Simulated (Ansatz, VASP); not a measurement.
**One calculation of SiC, two programs**

```
CELL_PARAMETERS angstrom
3.06284 0.00000 0.00000
-1.53142 2.65249 0.00000
0.00000 0.00000 10.02728
ATOMIC_POSITIONS crystal
Si 0.66667 0.33333 0.93785
Si 0.33333 0.66667 0.43785
Si 0.00000 0.00000 0.68789
Si 0.00000 0.00000 0.18789
C 0.66667 0.33333 0.74980
C 0.33333 0.66667 0.24980
C 0.00000 0.00000 0.50045
C 0.00000 0.00000 0.00045
```

Alike in both runs: task single point; functional PBE; k mesh 9 × 9 × 2; no spin polarisation.

|  | VASP | Ansatz |
| --- | --- | --- |
| version | VASP 6.6.1 | Ansatz 0.2.0 |
| potentials or method | VASP PAW PBE potentials, release 64 (Si, C) | plane waves, PAW |
| plane-wave cutoff (eV) | 520 | 420 |
| occupations | gaussian, width 0.01 eV | fixed |
| valence electrons in the cell | 32 | 32 |

VASP gave:

```
gap on the k mesh at the Fermi level (eV)                     : 2.34
pressure (GPa)                                                : 6.8
traceless stress, the component that is largest in VASP (GPa) : -0.06
rms of the force components (eV/Å)                            : 0.003
```

What did Ansatz give for the same quantities?

gap on the k mesh at the Fermi level (eV): 2.35; pressure (GPa): 6.9; traceless stress, the component that is largest in VASP (GPa): -0.07; rms of the force components (eV/Å): 0.003.

Atom by atom the forces differ by 0.001 eV/Å (rms over components).
